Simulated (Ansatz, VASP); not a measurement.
LuSi2Ge3 in VASP and in Ansatz

```
Lu Si Ge
1.0
     3.47292    2.00509    3.03537
    -3.47292    2.00509    3.03537
     0.00000   -4.01019    3.03537
Lu Si Ge
1 2 3
Cartesian
  0.0000 0.0000 4.5531
  0.0000 0.0000 7.3999
  0.0000 0.0000 1.7062
  -1.4487 2.0051 3.0354
  -1.0121 -2.2572 3.0354
  2.4608 0.2521 3.0354
```

Alike in both runs: task relaxation of cell and atoms; functional PBE; k mesh 6 × 6 × 6; occupations gaussian, width 0.1 eV; no spin polarisation.

|  | VASP | Ansatz |
| --- | --- | --- |
| version | VASP 6.6.1 | Ansatz 0.2.0 |
| potentials or method | VASP PAW PBE potentials, release 64 (Lu, Si, Ge_d), cutoff 600 eV | scalar-relativistic, plane waves, PAW |
| valence electrons in the cell | 75 | 75 |

Ansatz gave:

- gap on the k mesh at the Fermi level, each at its own relaxed structure (eV): none
- relaxed volume (Å³/atom): 20.94
- relaxed cell length with the largest relative difference (Å): 5.019

Q: Which values does VASP return?

A: gap on the k mesh at the Fermi level, each at its own relaxed structure (eV): none; relaxed volume (Å³/atom): 20.94; relaxed cell length with the largest relative difference (Å): 5.020.

A gap of «none» marks a metal or a gap that the smearing closes.

Neither program's run includes spin-orbit coupling.
